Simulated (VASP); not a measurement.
# InP (Pm-3m) in VASP: settings compared

InP is run at these levels: PBEsol, r2SCAN; tasks: single point.

All numbers are computed with VASP 6.6.1; they aren't measurements. Logs are shortened: lines on timing, memory, paths and dates and some standing lists are left out, and cuts for length are marked.

## (1) The cell of the first run

It takes space group Pm-3m (No. 221, cubic). Conventional cell: a = 3.413 Å, b = 3.413 Å, c = 3.413 Å, α = 90.00°, β = 90.00°, γ = 90.00°. Within 3.9 Å of In (site symmetry m-3m) lie 8 P at 2.96 Å and 6 In at 3.41 Å. Within 3.9 Å of P (site symmetry m-3m) lie 8 In at 2.96 Å and 6 P at 3.41 Å.

## (2) Single point, PBEsol

The input, INCAR:

```
PREC     = Accurate       # precision mode
ENCUT    = 520            # plane-wave cutoff, eV
EDIFF    = 1E-6           # SCF threshold, eV
ISMEAR   = 1              # smearing method
SIGMA    = 0.001          # smearing width, eV
LREAL    = False          # projectors in reciprocal space
LASPH    = True           # aspherical terms in the spheres
NELM     = 100            # most SCF steps
ALGO     = Normal         # electronic algorithm
ISIF     = 2              # what is computed and relaxed
LWAVE    = False          # write WAVECAR
LCHARG   = False          # write CHGCAR
GGA      = PS             # functional
NBANDS   = 16             # bands
```

The input, KPOINTS:

```
regular mesh
0
Gamma
  6 6 6
```

The input, POSCAR:

```
InP
1.0
    3.4133991310      0.0000000000      0.0000000000
    0.0000000000      3.4133991310      0.0000000000
    0.0000000000      0.0000000000      3.4133991310
In P
1 1
Direct
    0.0000000000      0.0000000000      0.0000000000
    0.5000000000      0.5000000000      0.5000000000
```

Potentials or basis: VASP PAW PBE potentials, release 64 (In_d, P).

Launch:

```console
> cat potpaw_PBE.64/In_d/POTCAR potpaw_PBE.64/P/POTCAR > POTCAR
> mpirun -np 1 vasp_std > vasp.out
```

OUTCAR:

```text
PREC = Accurate
   ENCUT = 520
   EDIFF = 1E-6
   ISMEAR = 1
   LREAL = False
   LASPH = True
   NELM = 100
   ISIF = 2
   GGA = PS

 ion  position               nearest neighbor table
   1  0.000  0.000  0.000-   2 2.96   2 2.96   2 2.96   2 2.96   2 2.96   2 2.96   2 2.96   2 2.96

   2  0.500  0.500  0.500-   1 2.96   1 2.96   1 2.96   1 2.96   1 2.96   1 2.96   1 2.96   1 2.96

  LATTYP: Found a simple cubic cell.
 ALAT       =     3.4133991310

  Lattice vectors:

 A1 = (   3.4133991310,   0.0000000000,   0.0000000000)
 A2 = (   0.0000000000,   3.4133991310,   0.0000000000)
 A3 = (   0.0000000000,   0.0000000000,   3.4133991310)

Analysis of symmetry for initial positions (statically):
=====================================================================
 Subroutine PRICEL returns:
 Original cell was already a primitive cell.

 Routine SETGRP: Setting up the symmetry group for a
 simple cubic supercell.

 Subroutine GETGRP returns: Found 48 space group operations
 (whereof 48 operations were pure point group operations)
 out of a pool of 48 trial point group operations.

The static configuration has the point symmetry O_h .

Analysis of symmetry for dynamics (positions and initial velocities):
=====================================================================
 Subroutine PRICEL returns:
 Original cell was already a primitive cell.

 Routine SETGRP: Setting up the symmetry group for a
 simple cubic supercell.

 Subroutine GETGRP returns: Found 48 space group operations
 (whereof 48 operations were pure point group operations)
 out of a pool of 48 trial point group operations.

The dynamic configuration has the point symmetry O_h .

 Subroutine INISYM returns: Found 48 space group operations
 (whereof 48 operations are pure point group operations),
 and found     1 'primitive' translations

----------------------------------------------------------------------------------------

                                     Primitive cell

  volume of cell :      39.7705

  direct lattice vectors                    reciprocal lattice vectors
     3.413399131  0.000000000  0.000000000     0.292963103  0.000000000  0.000000000
     0.000000000  3.413399131  0.000000000     0.000000000  0.292963103  0.000000000
     0.000000000  0.000000000  3.413399131     0.000000000  0.000000000  0.292963103

  length of vectors
     3.413399131  3.413399131  3.413399131     0.292963103  0.292963103  0.292963103

  position of ions in fractional coordinates (direct lattice)
[... 67 lines left out ...]
   ICHARG =      2    charge: 1-file 2-atom 10-const
   ISPIN  =      1    spin polarized calculation?
   LNONCOLLINEAR =      F non collinear calculations
   LSORBIT =      F    spin-orbit coupling
   LASPH  =      T    aspherical Exc in radial PAW
   ENCUT  =  520.0 eV  38.22 Ry    6.18 a.u.   6.35  6.35  6.35*2*pi/ulx,y,z
   NELM   =    100;   NELMIN=  2; NELMDL= -5     # of ELM steps
   EDIFF  = 0.1E-05   stopping-criterion for ELM
   LREAL  =      F    real-space projection
[... 7 lines left out ...]
   TEBEG  =    0.0;   TEEND  =   0.0 temperature during run
   PSTRESS=    0.0 pullay stress
   NELECT =      18.0000    total number of electrons
   NUPDOWN=      -1.0000    fix difference up-down
   EMIN   =  10.00;   EMAX   =-10.00  energy-range for DOS
   EFERMI =   0.00;   METHOD = LEGACY
   ISMEAR =     1;   SIGMA  =   0.00  broadening in eV -4-tet -1-fermi 0-gaus
   EFERMI_NEDOS =   21; number of points for ismear=-14 and -15
   IALGO  =     38    algorithm
   IMIX   =      4    mixing-type and parameters
     AMIX     =   0.40;   BMIX     =  1.00
     AMIX_MAG =   1.60;   BMIX_MAG =  1.00
  volume/ion in A,a.u.               =      19.89       134.19
  Fermi-wavevector in a.u.,A,eV,Ry     =   1.256932  2.375258 21.495560  1.579879
  Thomas-Fermi vector in A             =   2.390616
   LORBIT       =      0    0 simple, 1 ext, 2 COOP (PROOUT), +10 PAW based schemes
   GGA     = PS    functional components
   LHFCALC =     F    Hartree Fock is set to
   AEXX    =    0.0000 exact exchange contribution
   IVDW    =     0    specifies the selected vdW correction
   LEPSILON=     F    determine dielectric tensor
   LRPA    =     F    only Hartree local field effects (RPA)
 non-spin polarized calculation
 Methfessel and Paxton  Order N= 1 SIGMA  =   0.00
  energy-cutoff  :      520.00
  volume of cell :       39.77
 maximum number of plane-waves:      1108
 NGX is ok and might be reduce to    28
   NGX = 13   NGY = 13   NGZ = 13

 number of electron      17.9999992 magnetization

 Free energy of the ion-electron system (eV)
  ---------------------------------------------------
  ext. energy  EPLUGINS =         0.00000000
  ---------------------------------------------------
  free energy    TOTEN  =        -8.12006054 eV

  energy without entropy =       -8.12004354  energy(sigma->0) =       -8.12005487

 E-fermi :   8.1666     XC(G=0): -10.9824

 val. band max:        8.1664116274   @ k =   0.5000   0.5000   0.1667
 cond. band min:       8.1667230806   @ k =   0.3333   0.3333   0.3333
 fundamental gap:      0.0003114532
 Fermi energy:         8.1665902171

 k-point     1 :       0.0000    0.0000    0.0000
  band No.  band energies     occupation
      1      -6.4402      2.00000
      2      -6.4402      2.00000
      3      -6.1385      2.00000
      4      -6.1385      2.00000
      5      -6.1385      2.00000
      6      -4.5820      2.00000
[... 357 lines left out ...]
      3      -6.4012      2.00000
      4      -6.0129      2.00000
      5      -6.0129      2.00000
      6      -0.1614      2.00000
[... 8 lines left out ...]
     15      25.3369      0.00000
     16      25.7854      0.00000

------------------------ aborting loop because EDIFF is reached ----------------------------------------

  FORCE on cell =-STRESS in cart. coord.  units (eV):
  Direction    XX          YY          ZZ          XY          YZ          ZX
  --------------------------------------------------------------------------------------
  -------------------------------------------------------------------------------------
  Total       -0.5333096     -0.5333096     -0.5333096      0.0000000      0.0000000      0.0000000
  in kB      -21.4846722    -21.4846722    -21.4846722      0.0000000      0.0000000      0.0000000
  external PRESSURE =     -21.4846722 kB  Pullay stress =       0.0000000 kB

 VOLUME and BASIS-vectors are now :
 -----------------------------------------------------------------------------
  energy-cutoff  :      520.00
  volume of cell :       39.77
      direct lattice vectors                 reciprocal lattice vectors
     3.413399131  0.000000000  0.000000000     0.292963103  0.000000000  0.000000000
     0.000000000  3.413399131  0.000000000     0.000000000  0.292963103  0.000000000
     0.000000000  0.000000000  3.413399131     0.000000000  0.000000000  0.292963103

 POSITION                                       TOTAL-FORCE (eV/Angst)
 -----------------------------------------------------------------------------------
      0.00000      0.00000      0.00000         0.000000      0.000000      0.000000
      1.70670      1.70670      1.70670         0.000000      0.000000      0.000000
 -----------------------------------------------------------------------------------
    total drift:                               -0.000000      0.000000     -0.000000

  FREE ENERGIE OF THE ION-ELECTRON SYSTEM (eV)
  ---------------------------------------------------
  free  energy   TOTEN  =        -8.1200605398 eV

  energy  without entropy=       -8.1200435380  energy(sigma->0) =       -8.12005487
```

stdout:

```text
POSCAR found type information on POSCAR InP
 POSCAR found :  2 types and       2 ions
 scaLAPACK will be used
 -----------------------------------------------------------------------------
|                                                                             |
|                                                                             |
|     You enforced a specific xc type in the INCAR file but a different       |
|     I HOPE YOU KNOW WHAT YOU ARE DOING!                                     |
|                                                                             |
 -----------------------------------------------------------------------------

 LDA part: xc-table for (Slater+PW92), standard interpolation
 POSCAR, INCAR and KPOINTS ok, starting setup
 FFT: planning ... GRIDC
 FFT: planning ... GRID_SOFT
 FFT: planning ... GRID
 WAVECAR not read
 entering main loop
```

It took 34 s on 1 thread of AMD EPYC 7R13, shared host; peak memory 0.13 GiB.

What came out:

- Free energy: -8.1201 eV
- Pressure: -2.1 GPa
- Band gap on the k mesh: zero (band 9 reaches 9.03 eV, above the bottom of band 10 at 6.48 eV)

Caveat: the PAW data sets were made with another functional, which shifts forces and pressure a little; spin-orbit coupling is left out, which moves the levels of the heavy elements.

## (3) Single point, r2SCAN

POSCAR is that of step 2.

The input, INCAR.step1:

```
PREC = Accurate ; ENCUT = 520
ISMEAR = -1 ; SIGMA = 0.02
LREAL = False ; LASPH = True
NELM = 60 ; NBANDS = 16
GGA = PE ; ALGO = Normal
EDIFF = 1E-4 ; LWAVE = True
LCHARG = False
```

The input, INCAR.step2:

```
PREC = Accurate ; ENCUT = 520
EDIFF = 1E-6 ; ISMEAR = -1
SIGMA = 0.02 ; LREAL = False
LASPH = True ; NELM = 60
ALGO = Normal ; ISIF = 2
LWAVE = False ; LCHARG = False
METAGGA = R2SCAN ; LMIXTAU = True
NBANDS = 16 ; ISTART = 1
```

KPOINTS is that of step 2.

Potentials or basis: VASP PAW PBE potentials, release 64 (In_d, P).

Launch:

```console
> cat potpaw_PBE.64/In_d/POTCAR potpaw_PBE.64/P/POTCAR > POTCAR
> cp INCAR.step1 INCAR
> mpirun -np 1 vasp_std > vasp.out
> cp INCAR.step2 INCAR
> mpirun -np 1 vasp_std > vasp.out
```

OUTCAR:

```text
PREC = Accurate
   ENCUT = 520
   EDIFF = 1E-6
   ISMEAR = -1
   LREAL = False
   LASPH = True
   NELM = 60
   ISIF = 2
   METAGGA = R2SCAN
   ISTART = 1

 ion  position               nearest neighbor table
   1  0.000  0.000  0.000-   2 2.96   2 2.96   2 2.96   2 2.96   2 2.96   2 2.96   2 2.96   2 2.96

   2  0.500  0.500  0.500-   1 2.96   1 2.96   1 2.96   1 2.96   1 2.96   1 2.96   1 2.96   1 2.96

  LATTYP: Found a simple cubic cell.
 ALAT       =     3.4133991310

  Lattice vectors:

 A1 = (   3.4133991310,   0.0000000000,   0.0000000000)
 A2 = (   0.0000000000,   3.4133991310,   0.0000000000)
 A3 = (   0.0000000000,   0.0000000000,   3.4133991310)

Analysis of symmetry for initial positions (statically):
=====================================================================
 Subroutine PRICEL returns:
 Original cell was already a primitive cell.

 Routine SETGRP: Setting up the symmetry group for a
 simple cubic supercell.

 Subroutine GETGRP returns: Found 48 space group operations
 (whereof 48 operations were pure point group operations)
 out of a pool of 48 trial point group operations.
[... 155 lines left out ...]

  energy without entropy =      -30.78142956  energy(sigma->0) =      -30.78189727

 E-fermi :   8.2922     XC(G=0): -11.5261

 val. band max:        8.1862525633   @ k =   0.5000   0.5000   0.1667
 cond. band min:       8.3580511434   @ k =   0.3333   0.0000   0.0000
 fundamental gap:      0.1717985801
 Fermi energy:         8.2921554697

 k-point     1 :       0.0000    0.0000    0.0000
  band No.  band energies     occupation
      1      -7.0877      2.00000
      2      -7.0877      2.00000
      3      -6.7948      2.00000
      4      -6.7948      2.00000
      5      -6.7948      2.00000
      6      -5.1081      2.00000
[... 357 lines left out ...]
      3      -7.0596      2.00000
      4      -6.6715      2.00000
      5      -6.6715      2.00000
      6      -0.5317      2.00000
[... 8 lines left out ...]
     15      26.2733      0.00000
     16      27.1637      0.00000

------------------------ aborting loop because EDIFF is reached ----------------------------------------

  FORCE on cell =-STRESS in cart. coord.  units (eV):
  Direction    XX          YY          ZZ          XY          YZ          ZX
  --------------------------------------------------------------------------------------
  -------------------------------------------------------------------------------------
  Total        0.0240846      0.0240846      0.0240846     -0.0000000     -0.0000000      0.0000000
  in kB        0.9702606      0.9702606      0.9702606     -0.0000000     -0.0000000      0.0000000
  external PRESSURE =       0.9702606 kB  Pullay stress =       0.0000000 kB

 VOLUME and BASIS-vectors are now :
 -----------------------------------------------------------------------------
  energy-cutoff  :      520.00
  volume of cell :       39.77
      direct lattice vectors                 reciprocal lattice vectors
     3.413399131  0.000000000  0.000000000     0.292963103  0.000000000  0.000000000
     0.000000000  3.413399131  0.000000000     0.000000000  0.292963103  0.000000000
     0.000000000  0.000000000  3.413399131     0.000000000  0.000000000  0.292963103

 POSITION                                       TOTAL-FORCE (eV/Angst)
 -----------------------------------------------------------------------------------
      0.00000      0.00000      0.00000         0.000000      0.000000      0.000000
      1.70670      1.70670      1.70670         0.000000      0.000000      0.000000
 -----------------------------------------------------------------------------------
    total drift:                               -0.000000      0.000000     -0.000000

  FREE ENERGIE OF THE ION-ELECTRON SYSTEM (eV)
  ---------------------------------------------------
  free  energy   TOTEN  =       -30.7823649933 eV

  energy  without entropy=      -30.7814295558  energy(sigma->0) =      -30.78189727
```

OUTCAR.step1:

```text
PREC = Accurate
   ENCUT = 520
   ISMEAR = -1
   LREAL = False
   LASPH = True
[... 595 lines left out ...]
      0.00000      0.00000      0.00000         0.000000      0.000000      0.000000
      1.70670      1.70670      1.70670         0.000000      0.000000      0.000000
 -----------------------------------------------------------------------------------
    total drift:                               -0.000000      0.000000     -0.000000

  FREE ENERGIE OF THE ION-ELECTRON SYSTEM (eV)
  ---------------------------------------------------
  free  energy   TOTEN  =        -7.2057954294 eV

  energy  without entropy=       -7.2031630963  energy(sigma->0) =       -7.20447926
```

It took 76 s on 1 thread of AMD EPYC 7R13, shared host; peak memory 0.14 GiB.

What came out:

| Quantity | Value |
| --- | --- |
| Free energy | -30.7824 eV |
| Pressure | 0.1 GPa |
| Band gap on the k mesh | zero (band 9 reaches 9.06 eV, above the bottom of band 10 at 6.43 eV) |

Levels at points of the mesh, in eV from the Fermi level:
| k point | band 5 | band 6 | band 7 | band 8 | band 9 | band 10 | band 11 | band 12 | band 13 | band 14 |
| --- | --- | --- | --- | --- | --- | --- | --- | --- | --- | --- |
| (0.00, 0.00, 0.00) | -15.09 | -13.40 | -1.26 | -1.11 | -1.11 | -1.11 | 4.97 | 4.97 | 10.80 | 10.80 |
| (0.50, 0.00, 0.00) | -15.07 | -11.43 | -8.04 | 0.68 | 0.68 | 3.07 | 4.02 | 5.23 | 5.23 | 6.21 |
| (0.50, 0.50, 0.00) | -14.97 | -9.45 | -5.32 | -5.32 | -3.88 | 1.10 | 7.26 | 7.26 | 8.24 | 9.08 |
| (0.50, 0.50, 0.50) | -14.96 | -8.82 | -2.62 | -2.62 | -2.62 | -0.49 | -0.27 | -0.27 | -0.27 | 17.98 |

Caveat: the PAW data sets were made with another functional, which shifts forces and pressure a little; spin-orbit coupling is left out, which moves the levels of the heavy elements.

## (4) Single point, PBEsol

The input, INCAR:

```
SYSTEM = InP
PREC = Accurate ; ENCUT = 500
EDIFF = 1E-6 ; ISMEAR = -1
SIGMA = 0.02 ; LREAL = .FALSE.
LASPH = .TRUE. ; NELM = 120
ALGO = Normal ; ISIF = 2
LWAVE = .FALSE. ; LCHARG = .FALSE.
GGA = PS ; NBANDS = 16
GGA_COMPAT = .FALSE.
```

The input, KPOINTS:

```
regular mesh
0
G
  4 4 4
  0 0 0
```

POSCAR is that of step 3.

Launch:

```console
> cat potpaw_PBE.64/In_d/POTCAR potpaw_PBE.64/P/POTCAR > POTCAR
> mpirun -np 1 vasp_std > vasp.out
```

Wall time 6.8 s (1 thread of AMD EPYC 9R45 (Zen 5), shared host); peak memory 0.12 GiB.

Results (log left out):

```
Free energy            : -8.0488 eV
Pressure               : -2.0 GPa
Band gap on the k mesh : zero (band 9 reaches 8.82 eV, above the bottom of band 10 at 7.13 eV)
```

Levels at points of the mesh, in eV from the Fermi level:
| k point | band 7 | band 8 | band 9 | band 10 | band 11 | band 12 |
| --- | --- | --- | --- | --- | --- | --- |
| (0.00, 0.00, 0.00) | -1.33 | -0.84 | -0.84 | -0.84 | 4.77 | 4.77 |
| (0.50, 0.00, 0.00) | -7.56 | 0.85 | 0.85 | 2.81 | 3.85 | 5.17 |
| (0.50, 0.50, 0.00) | -4.92 | -4.92 | -3.64 | 1.23 | 6.89 | 6.89 |
| (0.50, 0.50, 0.50) | -2.29 | -2.29 | -2.29 | -0.40 | -0.18 | -0.18 |

Caveat: the k points lie up to 0.46 Å⁻¹ apart; the PAW data sets were made with another functional, which shifts forces and pressure a little; spin-orbit coupling is left out, which moves the levels of the heavy elements.

(Continued in part 2 of 2.)
